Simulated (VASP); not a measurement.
# SnAuCl5 (P4/mmm) in VASP: single point with r2SCAN+rVV10

Aim: the single point of SnAuCl5 with r2SCAN+rVV10.

Everything below comes from runs of VASP 6.6.1. Logs are shortened: lines on timing, memory, paths and dates and some standing lists are left out, and cuts for length are marked.

### 1 The cell of the first run

It takes space group P4/mmm (No. 123, tetragonal). The conventional cell has a = 4.515 Å, b = 4.515 Å, c = 7.487 Å, α = 90.00°, β = 90.00°, γ = 90.00°. Within 4.1 Å of Sn (site symmetry 4/mmm) lie 12 Cl at 3.15 to 3.19 Å. Au (site symmetry 4/mmm) has 10 Cl at 2.73 to 3.74 Å within 3.8 Å. Cl (site symmetry 2mm) has 2 Au at 2.73 Å and 7 Cl at 3.08 to 3.19 Å and 2 Sn at 3.15 Å within 3.6 Å. Within 4.1 Å of Cl (site symmetry 4/mmm) lie 8 Cl at 3.15 Å and 4 Sn at 3.19 Å and 2 Au at 3.74 Å.

### 2 Single point, r2SCAN+rVV10

POSCAR

```
SnAuCl5
1.0
    4.5149652888      0.0000000000      0.0000000000
    0.0000000000      4.5149652888      0.0000000000
    0.0000000000      0.0000000000      7.4871331695
Sn Au Cl
1 1 5
Direct
    0.5000000000      0.5000000000      0.0000000000
    0.0000000000      0.0000000000      0.5000000000
    0.0000000000      0.5000000000      0.2940065147
    0.0000000000      0.5000000000      0.7059934853
    0.5000000000      0.0000000000      0.2940065147
    0.5000000000      0.0000000000      0.7059934853
    0.0000000000      0.0000000000      0.0000000000
```

INCAR.step1

```
SYSTEM = SnAuCl5
ALGO     = Normal         ! electronic algorithm
EDIFF    = 1E-4           ! SCF threshold, eV
ENCUT    = 520            ! plane-wave cutoff, eV
GGA      = PE             ! functional
ISMEAR   = -1             ! smearing method
LASPH    = .TRUE.         ! aspherical terms in the spheres
LCHARG   = .FALSE.        ! write CHGCAR
LREAL    = .FALSE.        ! projectors in reciprocal space
LWAVE    = .TRUE.         ! write WAVECAR
NBANDS   = 39             ! bands
NELM     = 80             ! most SCF steps
PREC     = Accurate       ! precision mode
SIGMA    = 0.03           ! smearing width, eV
```

INCAR.step2

```
SYSTEM = SnAuCl5
ALGO     = Normal         ! electronic algorithm
BPARAM   = 11.95        
CPARAM   = 0.0093       
EDIFF    = 1E-7           ! SCF threshold, eV
ENCUT    = 520            ! plane-wave cutoff, eV
ISIF     = 2              ! what is computed and relaxed
ISMEAR   = -1             ! smearing method
ISTART   = 1            
IVDW_NL  = 2            
LASPH    = .TRUE.         ! aspherical terms in the spheres
LCHARG   = .FALSE.        ! write CHGCAR
LMIXTAU  = .TRUE.       
LREAL    = .FALSE.        ! projectors in reciprocal space
LUSE_VDW = .TRUE.       
LWAVE    = .FALSE.        ! write WAVECAR
METAGGA  = R2SCAN         ! meta-GGA
NBANDS   = 39             ! bands
NELM     = 80             ! most SCF steps
PREC     = Accurate       ! precision mode
SIGMA    = 0.03           ! smearing width, eV
```

KPOINTS

```
k-points
0
G
  6 6 4
  0 0 0
```

Potentials or basis: VASP PAW PBE potentials, release 64 (Sn_d, Au, Cl).

The run is started by

```console
$ cat potpaw_PBE.64/Sn_d/POTCAR potpaw_PBE.64/Au/POTCAR potpaw_PBE.64/Cl/POTCAR > POTCAR
$ cp INCAR.step1 INCAR
$ mpirun -np 1 vasp_std > vasp.out
$ cp INCAR.step2 INCAR
$ mpirun -np 1 vasp_std > vasp.out
```

OUTCAR:

```text
SYSTEM = SnAuCl5
   BPARAM = 11.95
   EDIFF = 1E-7
   ENCUT = 520
   ISIF = 2
   ISMEAR = -1
   ISTART = 1
   IVDW_NL = 2
   LASPH = .TRUE.
   LREAL = .FALSE.
   METAGGA = R2SCAN
   NELM = 80
   PREC = Accurate

 ion  position               nearest neighbor table
   1  0.500  0.500  0.000-   3 3.15   4 3.15   5 3.15   6 3.15   5 3.15   6 3.15   3 3.15   4 3.15
                             7 3.19   7 3.19   7 3.19   7 3.19
   2  0.000  0.000  0.500-   3 2.73   4 2.73   5 2.73   6 2.73   3 2.73   4 2.73   5 2.73   6 2.73

   3  0.000  0.500  0.294-   2 2.73   2 2.73   1 3.15   1 3.15
   4  0.000  0.500  0.706-   2 2.73   2 2.73   1 3.15   1 3.15
   5  0.500  0.000  0.294-   2 2.73   2 2.73   1 3.15   1 3.15
   6  0.500  0.000  0.706-   2 2.73   2 2.73   1 3.15   1 3.15
   7  0.000  0.000  0.000-   1 3.19   1 3.19   1 3.19   1 3.19

  LATTYP: Found a simple tetragonal cell.
 ALAT       =     4.5149652888
 C/A-ratio  =     1.6582925207

  Lattice vectors:

 A1 = (   4.5149652888,   0.0000000000,   0.0000000000)
 A2 = (   0.0000000000,   4.5149652888,   0.0000000000)
 A3 = (   0.0000000000,   0.0000000000,   7.4871331695)

Analysis of symmetry for initial positions (statically):
=====================================================================
 Subroutine PRICEL returns:
 Original cell was already a primitive cell.

 Routine SETGRP: Setting up the symmetry group for a
 simple tetragonal supercell.

 Subroutine GETGRP returns: Found 16 space group operations
 (whereof 16 operations were pure point group operations)
 out of a pool of 16 trial point group operations.

The static configuration has the point symmetry D_4h.

Analysis of symmetry for dynamics (positions and initial velocities):
=====================================================================
 Subroutine PRICEL returns:
 Original cell was already a primitive cell.

 Routine SETGRP: Setting up the symmetry group for a
 simple tetragonal supercell.

 Subroutine GETGRP returns: Found 16 space group operations
 (whereof 16 operations were pure point group operations)
 out of a pool of 16 trial point group operations.

The dynamic configuration has the point symmetry D_4h.

 Subroutine INISYM returns: Found 16 space group operations
[... 107 lines left out ...]
   EDIFF  = 0.1E-06   stopping-criterion for ELM
   LREAL  =      F    real-space projection
   EDIFFG = 0.1E-05   stopping-criterion for IOM
   NSW    =      0    number of steps for IOM
   IBRION =     -1    ionic relax: 0-MD 1-quasi-New 2-CG
   NFREE  =      0    steps in history (QN), initial steepest desc. (CG)
   ISIF   =      2    stress and relaxation
   ISYM   =      2    0-nonsym 1-usesym 2-fastsym
   POTIM  = 0.5000    time-step for ionic-motion
   TEBEG  =    0.0;   TEEND  =   0.0 temperature during run
   PSTRESS=    0.0 pullay stress
   NELECT =      60.0000    total number of electrons
   NUPDOWN=      -1.0000    fix difference up-down
   EMIN   =  10.00;   EMAX   =-10.00  energy-range for DOS
   EFERMI =   0.00;   METHOD = LEGACY
   ISMEAR =    -1;   SIGMA  =   0.03  broadening in eV -4-tet -1-fermi 0-gaus
   EFERMI_NEDOS =   21; number of points for ismear=-14 and -15
   IALGO  =     38    algorithm
   IMIX   =      4    mixing-type and parameters
     AMIX     =   0.40;   BMIX     =  1.00
     AMIX_MAG =   1.60;   BMIX_MAG =  1.00
  volume/ion in A,a.u.               =      21.80       147.14
  Fermi-wavevector in a.u.,A,eV,Ry     =   1.199270  2.266292 19.568573  1.438250
  Thomas-Fermi vector in A             =   2.335137
   LORBIT       =      0    0 simple, 1 ext, 2 COOP (PROOUT), +10 PAW based schemes
   METAGGA = R2SCAN    functional components
   LHFCALC =     F    Hartree Fock is set to
   AEXX    =    0.0000 exact exchange contribution
   IVDW_NL    =     2    kernel type
   BPARAM     =11.9500
   IVDW    =     0    specifies the selected vdW correction
   LEPSILON=     F    determine dielectric tensor
   LRPA    =     F    only Hartree local field effects (RPA)
 non-spin polarized calculation
  energy-cutoff  :      520.00
  volume of cell :      152.62
 maximum number of plane-waves:      4148
 NGX is ok and might be reduce to    36
   NGX = 17   NGY = 17   NGZ = 27

 number of electron      60.0000007 magnetization

 Free energy of the ion-electron system (eV)
  ---------------------------------------------------
  ext. energy  EPLUGINS =         0.00000000
  ---------------------------------------------------
  free energy    TOTEN  =      -105.86275209 eV

  energy without entropy =     -105.83256787  energy(sigma->0) =     -105.84765998

 E-fermi :   3.4654     XC(G=0): -10.4455

 val. band max:        3.4605947031   @ k =   0.5000   0.0000   0.2500
 cond. band min:       3.4858330201   @ k =   0.3333   0.0000   0.2500
 fundamental gap:      0.0252383170
 Fermi energy:         3.4653560697

 k-point     1 :       0.0000    0.0000    0.0000
  band No.  band energies     occupation
      1     -18.2335      2.00000
      2     -18.2242      2.00000
      3     -18.2225      2.00000
      4     -18.2210      2.00000
      5     -18.2210      2.00000
      6     -12.4768      2.00000
[... 997 lines left out ...]
     38      12.6382      0.00000
     39      13.6926      0.00000

 [... further k-points ...]

------------------------ aborting loop because EDIFF is reached ----------------------------------------

  FORCE on cell =-STRESS in cart. coord.  units (eV):
  Direction    XX          YY          ZZ          XY          YZ          ZX
  --------------------------------------------------------------------------------------
  -------------------------------------------------------------------------------------
  Total        0.0343147      0.0343147      0.0158056      0.0000000      0.0000000      0.0000000
  in kB        0.3602191      0.3602191      0.1659195      0.0000000      0.0000000      0.0000000
  external PRESSURE =       0.2954526 kB  Pullay stress =       0.0000000 kB

 VOLUME and BASIS-vectors are now :
 -----------------------------------------------------------------------------
  energy-cutoff  :      520.00
  volume of cell :      152.62
      direct lattice vectors                 reciprocal lattice vectors
     4.514965289  0.000000000  0.000000000     0.221485645  0.000000000  0.000000000
     0.000000000  4.514965289  0.000000000     0.000000000  0.221485645  0.000000000
     0.000000000  0.000000000  7.487133169     0.000000000  0.000000000  0.133562470

 POSITION                                       TOTAL-FORCE (eV/Angst)
 -----------------------------------------------------------------------------------
      2.25748      2.25748      0.00000        -0.000000      0.000000      0.000000
      0.00000      0.00000      3.74357        -0.000000      0.000000      0.000000
      0.00000      2.25748      2.20127         0.000000      0.000000      0.002484
      0.00000      2.25748      5.28587        -0.000000     -0.000000     -0.002484
      2.25748      0.00000      2.20127        -0.000000     -0.000000      0.002484
      2.25748      0.00000      5.28587        -0.000000      0.000000     -0.002484
      0.00000      0.00000      0.00000        -0.000000      0.000000      0.000000
 -----------------------------------------------------------------------------------
    total drift:                                0.000000      0.000000      0.000000

  FREE ENERGIE OF THE ION-ELECTRON SYSTEM (eV)
  ---------------------------------------------------
  free  energy   TOTEN  =      -105.8627520896 eV

  energy  without entropy=     -105.8325678710  energy(sigma->0) =     -105.84765998
```

OUTCAR.step1:

```text
SYSTEM = SnAuCl5
   EDIFF = 1E-4
   ENCUT = 520
   GGA = PE
   ISMEAR = -1
   LASPH = .TRUE.
   LREAL = .FALSE.
   NELM = 80
[... 1249 lines left out ...]
      2.25748      0.00000      2.20127        -0.000000     -0.000000     -0.051398
      2.25748      0.00000      5.28587        -0.000000     -0.000000      0.051398
      0.00000      0.00000      0.00000        -0.000000     -0.000000      0.000000
 -----------------------------------------------------------------------------------
    total drift:                                0.000000      0.000000      0.000000

  FREE ENERGIE OF THE ION-ELECTRON SYSTEM (eV)
  ---------------------------------------------------
  free  energy   TOTEN  =       -17.1908880630 eV

  energy  without entropy=      -17.1598234377  energy(sigma->0) =      -17.17535575
```

It took 6.9 min on 1 thread of Intel Xeon Platinum 8488C (Sapphire Rapids), shared host; peak memory 0.64 GiB.

Results:

* Free energy: -105.8628 eV
* Pressure: 0.0 GPa
* Band gap on the k mesh: zero (bands 30 and 31 overlap by 0.51 eV)

Forces on the atoms (eV/Å):
```
Sn   0.000  0.000  0.000
Au   0.000  0.000  0.000
Cl   0.000  0.000  0.002
Cl   0.000  0.000 -0.002
Cl   0.000  0.000  0.002
Cl   0.000  0.000 -0.002
Cl   0.000  0.000  0.000
```

Caveat: the PAW data sets were made with another functional, which shifts forces and pressure a little; spin-orbit coupling is left out, which moves the levels of the heavy elements.
